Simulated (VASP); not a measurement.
Write the native input for VASP 6.6.1 that does the following.

| Item | Value |
| --- | --- |
| Task | single point |
| Functional | r2SCAN |
| Potentials or basis | VASP PAW PBE potentials, release 64 (Bi_d) |
| Cutoff | 550 eV |
| k mesh | 7 × 7 × 11 |
| Occupations | fermi-dirac, width 0.1 eV |
| Spin | no spin polarisation |
| Dipole correction | no |
| Further INCAR settings | ALGO = Normal; EDIFF = 1e-06; NBANDS = 30 |

Crystal: Bi.

```
Bi
1.0
     5.55014    0.00000    0.00000
    -2.77507    4.80656    0.00000
     0.00000    0.00000    3.26174
Bi
3
Direct
  0.00000 0.00000 0.00000
  0.33333 0.66667 0.50000
  0.66667 0.33333 0.50000
```

This isn't the form of Bi at room conditions, which is rhombohedral.

The input as run:

POSCAR

```
Bi
1.0
    5.5501384003      0.0000000000      0.0000000000
   -2.7750692002      4.8065608491      0.0000000000
    0.0000000000      0.0000000000      3.2617357749
Bi
3
Direct
    0.0000000000      1.0000000000      0.0000000000
    0.3333333333      0.6666666667      0.5000000000
    0.6666666667      0.3333333333      0.5000000000
```

INCAR.step1

```
PREC = Accurate
ENCUT = 550
ISMEAR = -1
SIGMA = 0.1
LREAL = F
LASPH = T
NELM = 120
NBANDS = 30
GGA = PE
ALGO = Normal
EDIFF = 1E-5
LWAVE = T
LCHARG = F
GGA_COMPAT = F
```

INCAR.step2

```
PREC = Accurate
ENCUT = 550
EDIFF = 1E-6
ISMEAR = -1
SIGMA = 0.1
LREAL = F
LASPH = T
NELM = 120
ALGO = Normal
ISIF = 2
LWAVE = F
LCHARG = F
METAGGA = R2SCAN
LMIXTAU = T
NBANDS = 30
ISTART = 1
GGA_COMPAT = F
```

KPOINTS

```
regular mesh
0
Gamma
  7 7 11
```

Potentials or basis: VASP PAW PBE potentials, release 64 (Bi_d).

Command:

```bash
$ cat potpaw_PBE.64/Bi_d/POTCAR > POTCAR
$ cp INCAR.step1 INCAR
$ mpirun -np 1 vasp_std > vasp.out
$ cp INCAR.step2 INCAR
$ mpirun -np 1 vasp_std > vasp.out
```

It gave:

* Pressure: 5.5 GPa
* Band gap on the k mesh: zero (an odd number of electrons rules out a gap without spin polarisation)

Caveat: the cell stands under pressure; the PAW data sets were made with another functional, which shifts forces and pressure a little; spin-orbit coupling is left out, which moves the levels of the heavy elements.

Run time: 10 min on 1 thread of Intel Xeon 8259CL, with other jobs on the host, peak memory 0.28 GiB.
